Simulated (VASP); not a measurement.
Wanted: the native input for a VASP 6.6.1 run.

```
Task                   : single point
Functional             : PBE
Potentials or basis    : VASP PAW PBE potentials, release 64 (Nb_sv, H)
Cutoff                 : 520 eV
k mesh                 : 3 × 3 × 3
Occupations            : gaussian, width 0.1 eV
Spin                   : no spin polarisation
Dipole correction      : no
Further INCAR settings : LREAL = Auto; ALGO = Normal; EDIFF = 1e-06; NBANDS = 230
```

The structure of Nb32H (a cell with a defect) lies in POSCAR:

```
Nb32H
1.0
    0.0000000000      6.6222320022      6.6222320022
   -6.6222320022      6.6222320022      0.0000000000
   -6.6222320022      0.0000000000      6.6222320022
Nb H
32 1
Direct
    0.0020388141     -0.0000696895     -0.0020342839
    0.0022030337      0.4997617116     -0.0021982015
   -0.0030903478      0.0023658187      0.4968891152
    0.1256977254      0.1235925440      0.1239566206
   -0.0034076879      0.5044928204      0.4965658858
    0.1261598808      0.6260609714      0.1239284579
    0.1137848236      0.1405620491      0.6094397627
    0.2476551712      0.2534258841      0.2455064998
    0.5034395501     -0.0023542667      0.0034128221
    0.1253296471      0.6241866788      0.6258447301
    0.2523789561      0.7468974204      0.2538328466
    0.2500767867      0.2491779961      0.7499292532
    0.3741262008      0.3737121410      0.3762784963
    0.5031156412      0.4961596783      0.0030952555
    0.4991848668      0.0000614596      0.5008211731
    0.6253778935      0.1241435667      0.1258043360
    0.2499495637      0.7519966075      0.7500548151
    0.3736056060      0.8756851161      0.3767474470
    0.3741599508      0.3753569792      0.8746756378
    0.4965957851      0.4999023741      0.5034094998
    0.6294737180      0.6195699575      0.1304197738
    0.6237276191      0.1241119308      0.6258785555
    0.7499183052      0.2465797030      0.2500869797
    0.3905652202      0.8637810482      0.8862206123
    0.6232576114      0.6260332617      0.6263991504
    0.7497780202      0.7521864227      0.2502268117
    0.7461718343      0.2531042403      0.7476261778
    0.8695865681      0.3794592215      0.3705305098
    0.7544987095      0.7465821944      0.7523501892
    0.8742017794      0.8753204355      0.3746261078
    0.8760481357      0.3732418313      0.8743071819
    0.8760763740      0.8761435718      0.8738460081
    0.2280935641      0.9777888328      0.7719115697
```

One way to write it, as run:

INCAR

```
  PREC = Accurate
  ENCUT = 520
  EDIFF = 1E-6
  ISMEAR = 0
  SIGMA = 0.1
  LREAL = Auto
  LASPH = True
  NELM = 100
  ALGO = Normal
  ISIF = 2
  LWAVE = False
  LCHARG = False
  GGA = PE
  NBANDS = 230
  LUSENCCL = False
```

KPOINTS

```
regular mesh
0
Gamma
  3 3 3
```

Potentials or basis: VASP PAW PBE potentials, release 64 (Nb_sv, H).

The run is started by

```console
$ cat potpaw_PBE.64/Nb_sv/POTCAR potpaw_PBE.64/H/POTCAR > POTCAR
$ mpirun -np 1 vasp_std > vasp.out
```

Results of the run:

```json
{"Pressure": "0.0 GPa", "Largest force": "0.401 eV/Å", "Band gap on the k mesh": "zero (an odd number of electrons rules out a gap without spin polarisation)"}
```

Wall time 5.6 min on 1 × NVIDIA H100 80GB with 1 thread of AMD EPYC 7R13 Processor (Zen 3), with other jobs on the host, peak memory 2.1 GiB.
